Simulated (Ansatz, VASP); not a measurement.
**One calculation of WC, two programs**

```
CELL_PARAMETERS angstrom
0.00000 2.16978 2.16978
2.16978 0.00000 2.16978
2.16978 2.16978 0.00000
ATOMIC_POSITIONS crystal
W 0.50000 0.50000 0.50000
C 0.00000 0.00000 0.00000
```

Alike in both runs: task single point; functional PBEsol; k mesh 8 × 8 × 8; occupations gaussian, width 0.1 eV; no spin polarisation.

|  | VASP | Ansatz |
| --- | --- | --- |
| version | VASP 6.6.1 | Ansatz 0.2.0 |
| potentials or method | VASP PAW PBE potentials, release 64 (W_sv, C_h), cutoff 1300 eV | scalar-relativistic, plane waves, PAW |
| valence electrons in the cell | 18 | 18 |

Ansatz gave:

| Quantity | Value |
| --- | --- |
| gap on the k mesh at the Fermi level (eV) | none |
| pressure (GPa) | 1.9 |

Question: Estimate VASP's values.

Answer: gap on the k mesh at the Fermi level (eV): none; pressure (GPa): 2.9.

VASP's potentials were made for PBE, not for PBEsol. A gap of «none» marks a metal or a gap that the smearing closes.

Neither program's run includes spin-orbit coupling.
